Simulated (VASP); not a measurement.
Set up this calculation in VASP 6.6.1, as the native input.

| Quantity | Value |
| --- | --- |
| Task | single point |
| Functional | PBE |
| Potentials or basis | VASP PAW PBE potentials, release 64 (Mg, Sn_d, O) |
| Cutoff | 520 eV |
| k mesh | 6 × 6 × 4 |
| Occupations | gaussian, width 0.1 eV |
| Spin | no spin polarisation |
| Dipole correction | no |
| Further INCAR settings | ALGO = Normal; EDIFF = 1e-06; NBANDS = 29 |

The structure of MgSnO4 lies in POSCAR:

```
MgSnO4
1.0
    3.2876321600      0.0000000000      0.0000000000
   -1.6438160800      2.8471729700      0.0000000000
    0.0000000000      0.0000000000      7.2999408800
Mg Sn O
1 1 4
Direct
    0.0000000000      0.0000000000      0.5000000000
    0.0000000000      0.0000000000      0.0000000000
    0.6666666700      0.3333333300      0.2336920100
    0.3333333300      0.6666666700      0.7663079900
    0.3333333300      0.6666666700      0.2336920100
    0.6666666700      0.3333333300      0.7663079900
```

The cell was generated, and may not be a known phase.

One way to write it, as run:

INCAR

```
SYSTEM = MgSnO4
PREC     = Accurate       ! precision mode
ENCUT    = 520            ! plane-wave cutoff, eV
EDIFF    = 1E-6           ! SCF threshold, eV
ISMEAR   = 0              ! smearing method
SIGMA    = 0.1            ! smearing width, eV
LREAL    = .FALSE.        ! projectors in reciprocal space
LASPH    = .TRUE.         ! aspherical terms in the spheres
NELM     = 60             ! most SCF steps
ALGO     = Normal         ! electronic algorithm
ISIF     = 2              ! what is computed and relaxed
LWAVE    = .FALSE.        ! write WAVECAR
LCHARG   = .FALSE.        ! write CHGCAR
GGA      = PE             ! functional
NBANDS   = 29             ! bands
```

KPOINTS

```
regular mesh
0
G
  6 6 4
  0 0 0
```

Potentials or basis: VASP PAW PBE potentials, release 64 (Mg, Sn_d, O).

Command:

```console
$ cat potpaw_PBE.64/Mg/POTCAR potpaw_PBE.64/Sn_d/POTCAR potpaw_PBE.64/O/POTCAR > POTCAR
$ mpirun -np 1 vasp_std > vasp.out
```

Results of the run:

```json
{
  "Pressure": "19.9 GPa",
  "Largest force": "1.219 eV/Å",
  "Band gap on the k mesh": "zero (bands 20 and 21 overlap by 1.19 eV)"
}
```

Caveat: the k points lie up to 0.37 Å⁻¹ apart, too coarse for converged energies and pressures of a metal; spin-orbit coupling is left out, which moves the levels of the heavy elements; forces of over 1 eV/Å act on the atoms, so gaps and moduli don't describe the material at rest.

Run time: 46 s on 1 thread of Oxide Virtual Turin-like Processor (shared host), peak memory 0.16 GiB.
